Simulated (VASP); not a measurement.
# Mg (Im-3m) in VASP: further runs

Mg is run at these levels: LDA; tasks: relaxation of cell and atoms.

Everything below comes from runs of VASP 6.6.1. Logs are shortened: lines on timing, memory, paths and dates and some standing lists are left out, and cuts for length are marked.

**1. The cell of the first run**

The structure is cubic, space group Im-3m (No. 229). Conventional cell: a = 2.953 Å, b = 2.953 Å, c = 2.953 Å, α = 90.00°, β = 90.00°, γ = 90.00°. Mg (site symmetry m-3m) has 14 Mg at 2.56 to 2.95 Å within 3.4 Å.

**2. Relaxation of cell and atoms, LDA, target pressure 10 GPa, at which the enthalpy is minimised**

The input, INCAR:

```
SYSTEM = Mg
PREC = Accurate ; ENCUT = 600
EDIFF = 1E-6 ; ISMEAR = 0
SIGMA = 0.15 ; LREAL = .FALSE.
LASPH = .TRUE. ; NELM = 60
ALGO = Normal ; ISIF = 3
LWAVE = .FALSE. ; LCHARG = .FALSE.
GGA = CA ; IBRION = 2
NSW = 80 ; EDIFFG = -0.01
PSTRESS = 100.0
```

The input, KPOINTS:

```
regular mesh
0
G
  11 11 11
  0 0 0
```

The input, POSCAR:

```
Mg
1.0
   -1.4765000000      1.4765000000      1.4765000000
    1.4765000000     -1.4765000000      1.4765000000
    1.4765000000      1.4765000000     -1.4765000000
Mg
1
Direct
    0.0000000000      0.0000000000      0.0000000000
```

Potentials or basis: VASP PAW LDA potentials, release 64 (Mg).

On the command line:

```bash
> cat potpaw_LDA.64/Mg/POTCAR > POTCAR
> mpirun -np 1 vasp_std > vasp.out
```

OUTCAR:

```text
SYSTEM = Mg
   PREC = Accurate
   ENCUT = 600
   EDIFF = 1E-6
   ISMEAR = 0
   LREAL = .FALSE.
   LASPH = .TRUE.
   NELM = 60
   ISIF = 3
   GGA = CA
   IBRION = 2
   NSW = 80
   EDIFFG = -0.01
   PSTRESS = 100.0

 ion  position               nearest neighbor table
   1  0.000  0.000  0.000-

  LATTYP: Found a body centered cubic cell.
 ALAT       =     2.9530000000

  Lattice vectors:

 A1 = (  -1.4765000000,   1.4765000000,   1.4765000000)
 A2 = (   1.4765000000,  -1.4765000000,   1.4765000000)
 A3 = (   1.4765000000,   1.4765000000,  -1.4765000000)

Analysis of symmetry for initial positions (statically):
=====================================================================
 Subroutine PRICEL returns:
 Original cell was already a primitive cell.

 Routine SETGRP: Setting up the symmetry group for a
 body centered cubic supercell.

 Subroutine GETGRP returns: Found 48 space group operations
 (whereof 48 operations were pure point group operations)
 out of a pool of 48 trial point group operations.

The static configuration has the point symmetry O_h .

Analysis of symmetry for dynamics (positions and initial velocities):
=====================================================================
 Subroutine PRICEL returns:
 Original cell was already a primitive cell.

 Routine SETGRP: Setting up the symmetry group for a
 body centered cubic supercell.

 Subroutine GETGRP returns: Found 48 space group operations
 (whereof 48 operations were pure point group operations)
 out of a pool of 48 trial point group operations.

The dynamic configuration has the point symmetry O_h .

 Subroutine INISYM returns: Found 48 space group operations
 (whereof 48 operations are pure point group operations),
 and found     1 'primitive' translations

----------------------------------------------------------------------------------------

                                     Primitive cell

  volume of cell :      12.8754

  direct lattice vectors                    reciprocal lattice vectors
    -1.476500000  1.476500000  1.476500000     0.000000000  0.338638673  0.338638673
     1.476500000 -1.476500000  1.476500000     0.338638673  0.000000000  0.338638673
     1.476500000  1.476500000 -1.476500000     0.338638673  0.338638673  0.000000000

  length of vectors
     2.557373017  2.557373017  2.557373017     0.478907403  0.478907403  0.478907403

  position of ions in fractional coordinates (direct lattice)
     0.000000000  0.000000000  0.000000000

  ion indices of the primitive-cell ions
   primitive index   ion index
                 1           1

----------------------------------------------------------------------------------------

 KPOINTS: regular mesh

Automatic generation of k-mesh.
 Grid dimensions read from file:
 generate k-points for:   11   11   11

 Generating k-lattice:

  Cartesian coordinates                     Fractional coordinates (reciprocal lattice)
     0.000000000  0.030785334  0.030785334     0.090909091  0.000000000  0.000000000
     0.030785334  0.000000000  0.030785334     0.000000000  0.090909091  0.000000000
     0.030785334  0.030785334  0.000000000     0.000000000  0.000000000  0.090909091

  Length of vectors
     0.043537037  0.043537037  0.043537037

  Shift w.r.t. Gamma in fractional coordinates (k-lattice)
     0.000000000  0.000000000  0.000000000

 Subroutine IBZKPT returns following result:
 ===========================================

 Found     56 irreducible k-points:

 Following reciprocal coordinates:
            Coordinates               Weight
  0.000000  0.000000  0.000000      1.000000
  0.090909  0.000000  0.000000     12.000000
  0.181818  0.000000  0.000000     12.000000
  0.272727  0.000000  0.000000     12.000000
  0.363636  0.000000  0.000000     12.000000
  0.454545  0.000000  0.000000     12.000000
[... 16 lines left out ...]
  0.272727  0.181818  0.090909     48.000000
  0.363636  0.181818  0.090909     24.000000
 [... further k-points ...]
   k-points           NKPTS =     56   k-points in BZ     NKDIM =     56   number of bands    NBANDS=      5
   number of dos      NEDOS =    301   number of ions     NIONS =      1
   total plane-waves  NPLWV =   8000
   dimension x,y,z NGX =    20 NGY =   20 NGZ =   20
   dimension x,y,z NGXF=    40 NGYF=   40 NGZF=   40
   ions per type =               1
   NGX,Y,Z   is equivalent  to a cutoff of  13.00, 13.00, 13.00 a.u.
   NGXF,Y,Z  is equivalent  to a cutoff of  26.00, 26.00, 26.00 a.u.
 SYSTEM =  Mg
   PREC   = accura    normal or accurate (medium, high low for compatibility)
   ISTART =      0    job   : 0-new  1-cont  2-samecut
   ICHARG =      2    charge: 1-file 2-atom 10-const
   ISPIN  =      1    spin polarized calculation?
   LNONCOLLINEAR =      F non collinear calculations
   LSORBIT =      F    spin-orbit coupling
   LASPH  =      T    aspherical Exc in radial PAW
   ENCUT  =  600.0 eV  44.10 Ry    6.64 a.u.   5.11  5.11  5.11*2*pi/ulx,y,z
   NELM   =     60;   NELMIN=  2; NELMDL= -5     # of ELM steps
   EDIFF  = 0.1E-05   stopping-criterion for ELM
   LREAL  =      F    real-space projection
   EDIFFG = -.1E-01   stopping-criterion for IOM
   NSW    =     80    number of steps for IOM
   IBRION =      2    ionic relax: 0-MD 1-quasi-New 2-CG
   NFREE  =      1    steps in history (QN), initial steepest desc. (CG)
   ISIF   =      3    stress and relaxation
   ISYM   =      2    0-nonsym 1-usesym 2-fastsym
   POTIM  = 0.5000    time-step for ionic-motion
   TEBEG  =    0.0;   TEEND  =   0.0 temperature during run
   PSTRESS=  100.0 pullay stress
   NELECT =       2.0000    total number of electrons
   NUPDOWN=      -1.0000    fix difference up-down
   EMIN   =  10.00;   EMAX   =-10.00  energy-range for DOS
   EFERMI =   0.00;   METHOD = LEGACY
   ISMEAR =     0;   SIGMA  =   0.15  broadening in eV -4-tet -1-fermi 0-gaus
   EFERMI_NEDOS =   21; number of points for ismear=-14 and -15
   IALGO  =     38    algorithm
   IMIX   =      4    mixing-type and parameters
     AMIX     =   0.40;   BMIX     =  1.00
     AMIX_MAG =   1.60;   BMIX_MAG =  1.00
  volume/ion in A,a.u.               =      12.88        86.89
  Fermi-wavevector in a.u.,A,eV,Ry     =   0.880031  1.663018 10.537098  0.774455
  Thomas-Fermi vector in A             =   2.000336
   LORBIT       =      0    0 simple, 1 ext, 2 COOP (PROOUT), +10 PAW based schemes
   GGA     = CA    functional components
   LHFCALC =     F    Hartree Fock is set to
   AEXX    =    0.0000 exact exchange contribution
   IVDW    =     0    specifies the selected vdW correction
   LEPSILON=     F    determine dielectric tensor
   LRPA    =     F    only Hartree local field effects (RPA)
 conjugate gradient relaxation of ions
 non-spin polarized calculation
 Gauss-broadening in eV      SIGMA  =   0.15
  energy-cutoff  :      600.00
  volume of cell :       12.88
 maximum number of plane-waves:       444
   NGX = 11   NGY = 11   NGZ = 11

--------------------------------------- Ionic step        1  -------------------------------------------

 number of electron       2.0000000 magnetization

 Free energy of the ion-electron system (eV)
  ---------------------------------------------------
  ext. energy  EPLUGINS =         0.00000000
  ---------------------------------------------------
  free energy    TOTEN  =        -0.81495006 eV

  energy without entropy =       -0.81127015  energy(sigma->0) =       -0.81311010

 E-fermi :   6.4961     XC(G=0): -10.7609

 val. band max:        6.3622679082   @ k =   0.4545   0.0000   0.0000
 cond. band min:       6.4992480976   @ k =   0.3636   0.1818   0.0909
 fundamental gap:      0.1369801894
 Fermi energy:         6.4960708901

 k-point     1 :       0.0000    0.0000    0.0000
  band No.  band energies     occupation
      1      -3.4312      2.00000
      2      23.6432      0.00000
      3      23.6432      0.00000
      4      23.6432      0.00000
      5      26.5076      0.00000

 k-point     2 :       0.0909    0.0000    0.0000
  band No.  band energies     occupation
      1      -3.1440      2.00000
      2      21.2388      0.00000
      3      22.3718      0.00000
      4      23.3254      0.00000
      5      25.1354      0.00000

 k-point     3 :       0.1818    0.0000    0.0000
  band No.  band energies     occupation
      1      -2.2919      2.00000
      2      17.0326      0.00000
      3      20.4491      0.00000
      4      22.6595      0.00000
      5      23.5064      0.00000
[... 307 lines left out ...]
  FREE ENERGIE OF THE ION-ELECTRON SYSTEM (eV)
  ---------------------------------------------------
  free  energy   TOTEN  =        -1.6980701670 eV

  energy  without entropy=       -1.6949134641  energy(sigma->0) =       -1.69649182

  enthalpy is  TOTEN    =        -0.5758643209 eV   P V=        1.1222058461

--------------------------------------- Ionic step        5  -------------------------------------------

 number of electron       2.0000000 magnetization

 Free energy of the ion-electron system (eV)
  ---------------------------------------------------
  ext. energy  EPLUGINS =         0.00000000
  ---------------------------------------------------
  free energy    TOTEN  =        -1.69553146 eV

  energy without entropy =       -1.69237381  energy(sigma->0) =       -1.69395264

 E-fermi :   3.9736     XC(G=0):  -9.5152

 val. band max:        3.9537927496   @ k =   0.3636   0.1818   0.0909
 cond. band min:       4.0557714806   @ k =  -0.4545   0.4545   0.0909
 fundamental gap:      0.1019787311
 Fermi energy:         3.9736304423

 k-point     1 :       0.0000    0.0000    0.0000
  band No.  band energies     occupation
      1      -4.1564      2.00000
      2      18.5585      0.00000
      3      18.5585      0.00000
      4      18.5585      0.00000
      5      20.9426      0.00000

 k-point     2 :       0.0909    0.0000    0.0000
  band No.  band energies     occupation
      1      -3.9273      2.00000
      2      16.4511      0.00000
      3      17.5670      0.00000
      4      17.9646      0.00000
      5      19.6198      0.00000

 k-point     3 :       0.1818    0.0000    0.0000
  band No.  band energies     occupation
      1      -3.2442      2.00000
      2      12.9095      0.00000
      3      16.0452      0.00000
      4      16.9638      0.00000
      5      18.1325      0.00000
[... 190 lines left out ...]
 POSITION                                       TOTAL-FORCE (eV/Angst)
 -----------------------------------------------------------------------------------
      0.00000     -0.00000      0.00000         0.000000      0.000000      0.000000
 -----------------------------------------------------------------------------------
    total drift:                                0.000000      0.000000      0.000000

  FREE ENERGIE OF THE ION-ELECTRON SYSTEM (eV)
  ---------------------------------------------------
  free  energy   TOTEN  =        -1.6955314616 eV

  energy  without entropy=       -1.6923738149  energy(sigma->0) =       -1.69395264

  enthalpy is  TOTEN    =        -0.5758805726 eV   P V=        1.1196508891

 reached required accuracy - stopping structural energy minimisation
```

It took 6.1 s on 1 thread of Intel Xeon Platinum 8559C (Emerald Rapids), shared host; peak memory 0.11 GiB.

Results:

- Free energy: -1.6955 eV
- Relaxed volume: 17.94 Å³/atom
- Relaxed cell: a = 2.856 Å, b = 2.856 Å, c = 2.856 Å, α = 109.47°, β = 109.47°, γ = 109.47°
- Space group after relaxing (to 0.05 Å): Im-3m (No. 229)
- Energy change on relaxing (the enthalpy is what falls): -880.6 meV/atom
- Ionic steps: 5
- Pressure after relaxing: 10.0 GPa
- Band gap on the k mesh: zero (band 1 reaches 6.38 eV, above the bottom of band 2 at 3.16 eV)

Step by step:
| step | energy change (eV) | largest force (eV/Å) | pressure (GPa) | volume (Å³) |
| --- | --- | --- | --- | --- |
| 1 | 0.0000 | 0.0000 | 55.95 | 12.88 |
| 2 | -0.9720 | 0.0000 | 0.55 | 21.05 |
| 3 | -0.8761 | 0.0000 | 10.33 | 17.87 |
| 4 | -0.8831 | 0.0000 | 9.85 | 17.98 |
| 5 | -0.8806 | 0.0000 | 10.02 | 17.94 |

Final structure:
```
Mg
1.0
    -1.64909    1.64909    1.64909
     1.64909   -1.64909    1.64909
     1.64909    1.64909   -1.64909
Mg
1
Direct
  0.00000 0.00000 0.00000
```

Levels at points of the mesh, in eV from the Fermi level:
| k point | band 1 | band 2 | band 3 | band 4 | band 5 |
| --- | --- | --- | --- | --- | --- |
| (0.00, 0.00, 0.00) | -8.13 | 14.58 | 14.58 | 14.58 | 16.97 |

Caveat: the cell is relaxed towards a set pressure, so the enthalpy falls and the energy may rise; the volume moved by over 15 % at a fixed basis, so the end points are rough.

(Part 1 of 2 ends here.)
